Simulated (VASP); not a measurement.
Set up this calculation in VASP 6.6.1, as the native input.

```yaml
Task: relaxation of cell and atoms
Functional: revPBE
Potentials_or_basis: VASP PAW PBE potentials, release 64 (Sb)
Cutoff: 600 eV
k_mesh: 12 × 12 × 12
Occupations: fermi-dirac, width 0.05 eV
Spin: no spin polarisation
Dipole_correction: no
Further_INCAR_settings: ALGO = Normal; EDIFF = 1e-07; IBRION = 2; EDIFFG = -0.01; NSW = 60; ISIF = 3
```

The structure of Sb lies in POSCAR:

```
Sb
1.0
   -1.5765401831      1.5765401831      2.7119384313
    1.5765401831     -1.5765401831      2.7119384313
    1.5765401831      1.5765401831     -2.7119384313
Sb
1
Direct
    0.0000000000      0.0000000000      0.0000000000
```

These files were run (other wordings do the same):

INCAR

```
SYSTEM = Sb
ALGO = Normal
EDIFF = 1E-7
EDIFFG = -0.01
ENCUT = 600
GGA = RE
IBRION = 2
ISIF = 3
ISMEAR = -1
LASPH = .TRUE.
LCHARG = .FALSE.
LREAL = .FALSE.
LWAVE = .FALSE.
NELM = 60
NSW = 60
PREC = Accurate
SIGMA = 0.05
```

KPOINTS

```
k-points
0
G
  12 12 12
  0 0 0
```

Potentials or basis: VASP PAW PBE potentials, release 64 (Sb).

Run with:

```console
$ cat potpaw_PBE.64/Sb/POTCAR > POTCAR
$ mpirun -np 1 vasp_std > vasp.out
```

It gave:

| Item | Value |
| --- | --- |
| Relaxed volume | 27.97 Å³/atom |
| Relaxed cell | a = 3.515 Å, b = 3.515 Å, c = 3.515 Å, α = 125.13°, β = 125.13°, γ = 81.32° |
| Space group after relaxing (to 0.05 Å) | I4/mmm (No. 139) |
| Energy gained by relaxing | 10.8 meV/atom |
| Ionic steps | 10 |
| Pressure after relaxing | 0.0 GPa |

Caveat: the PAW data sets were made with another functional, which shifts forces and pressure a little.

Wall time 120 s on 1 thread of Intel Xeon 6975P-C, on a shared host, peak memory 0.18 GiB.
